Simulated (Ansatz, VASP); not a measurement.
One calculation of La, two programs

POSCAR

```
La
1.0
    0.0000000000      3.3737311533      3.3737311533
    3.3737311533      0.0000000000      3.3737311533
    3.3737311533      3.3737311533      0.0000000000
La
2
Direct
    0.1250000000      0.1250000000      0.1250000000
    0.8750000000      0.8750000000      0.8750000000
```

INCAR.step1

```
PREC     = Accurate       # precision mode
ENCUT    = 550            # plane-wave cutoff, eV
ISMEAR   = -1             # smearing method
SIGMA    = 0.1            # smearing width, eV
LREAL    = False          # projectors in reciprocal space
LASPH    = True           # aspherical terms in the spheres
NELM     = 200            # most SCF steps
NBANDS   = 18             # bands
GGA      = PE             # functional
ALGO     = Normal         # electronic algorithm
EDIFF    = 1E-5           # SCF threshold, eV
LWAVE    = True           # write WAVECAR
LCHARG   = False          # write CHGCAR
GGA_COMPAT= False        
LMAXMIX  = 6              # l up to which the mixer works
```

File INCAR.step2:

```
PREC     = Accurate       # precision mode
ENCUT    = 550            # plane-wave cutoff, eV
EDIFF    = 1E-6           # SCF threshold, eV
ISMEAR   = -1             # smearing method
SIGMA    = 0.1            # smearing width, eV
LREAL    = False          # projectors in reciprocal space
LASPH    = True           # aspherical terms in the spheres
NELM     = 200            # most SCF steps
ALGO     = Normal         # electronic algorithm
ISIF     = 2              # what is computed and relaxed
LWAVE    = False          # write WAVECAR
LCHARG   = True           # write CHGCAR
METAGGA  = R2SCAN         # meta-GGA
LMIXTAU  = True         
LELF     = True           # ELF
LVHAR    = True         
NBANDS   = 18             # bands
ISTART   = 1            
GGA_COMPAT= False        
LMAXMIX  = 6              # l up to which the mixer works
```

Contents of KPOINTS:

```
regular mesh
0
Gamma
  9 9 9
```

Input for Ansatz:

```yaml
crystal:
  lattice:
    - [0.0, 3.3737311533, 3.3737311533]
    - [3.3737311533, 0.0, 3.3737311533]
    - [3.3737311533, 3.3737311533, 0.0]
  atoms:
    - { symbol: La, position: [0.125, 0.125, 0.125] }
    - { symbol: La, position: [0.875, 0.875, 0.875] }
hamiltonian:
  xc: r2scan
  pseudopotentials:
    kind: paw
    azcp:
      La: "pseudopotentials/La.paw.azcp"
basis:
  ecutwfc: 500
  fft_grid_basis: typed
kpoints:
  mp_grid: { grid: [9, 9, 9], shift: [0, 0, 0] }
magnetization:
  spin_polarized: false
scf:
  occupations: { method: fermi_dirac, width: 0.1 }
  lower_state_search: "off"
output:
  stress: true
```

Alike in both runs: task single point; functional r2SCAN; k mesh 9 × 9 × 9; occupations fermi-dirac, width 0.1 eV; no spin polarisation.

|  | VASP | Ansatz |
| --- | --- | --- |
| version | VASP 6.6.1 | Ansatz 0.2.0 |
| potentials or method | VASP PAW PBE potentials, release 64 (La), cutoff 550 eV | plane waves (500 eV) with PAW, scalar-relativistic |
| valence electrons in the cell | 22 | 22 |

|  | VASP | Ansatz | Ansatz less VASP |
| --- | --- | --- | --- |
| pressure (GPa) | -1.8 | -1.7 | +0.06 |

VASP's potentials were made for PBE, not for r2SCAN.

Spin-orbit coupling is off throughout.
